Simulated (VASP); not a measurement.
Wanted: the native input for a VASP 6.6.1 run.

| Property | Result |
| --- | --- |
| Task | single point |
| Functional | PBE |
| Potentials or basis | VASP PAW PBE potentials, release 64 (Ge_d) |
| Cutoff | 520 eV |
| k mesh | 7 × 7 × 5 |
| Occupations | fermi-dirac, width 0.05 eV |
| Spin | non-collinear spin, zero start, spin-orbit coupling |
| Starting moments | [[0.0, 0.0, 0.0], [0.0, 0.0, 0.0]] μB |
| Dipole correction | no |
| Further INCAR settings | ALGO = Normal; EDIFF = 1e-06; NBANDS = 40 |

The structure of Ge lies in POSCAR:

```
Ge
1.0
    1.4880529250     -2.5946896100      0.0000000000
    1.4880529250      2.5946896100      0.0000000000
    0.0000000000      0.0000000000      4.7275957900
Ge
2
Direct
    0.3334466300      0.6665533700      0.2500000000
    0.6665533700      0.3334466300      0.7500000000
```

This isn't the form of Ge at room conditions, which is diamond.

These files were run (other wordings do the same):

INCAR

```
ALGO = Normal
EDIFF = 1E-6
ENCUT = 520
GGA = PE
GGA_COMPAT = F
ISIF = 2
ISMEAR = -1
LASPH = T
LCHARG = F
LORBIT = 11
LORBMOM = T
LREAL = F
LSORBIT = T
LWAVE = F
MAGMOM = 0 0 0 0 0 0
NBANDS = 40
NELM = 150
PREC = Accurate
SIGMA = 0.05
```

KPOINTS

```
k-points
0
Gamma
  7 7 5
```

Potentials or basis: VASP PAW PBE potentials, release 64 (Ge_d).

Run with:

```bash
$ cat potpaw_PBE.64/Ge_d/POTCAR > POTCAR
$ mpirun -np 1 vasp_ncl > vasp.out
```

It gave:

```
Pressure                                              : 4.2 GPa
Largest force                                         : 0.004 eV/Å
Net moment                                            : 0.00 μB per cell
Valence electrons inside the program's atomic spheres : Ge 12.21
```

Caveat: the cell stands under pressure.

It took 74 s on 1 thread of Intel(R) Xeon(R) 6975P-C (Granite Rapids) (shared host), peak memory 0.28 GiB.
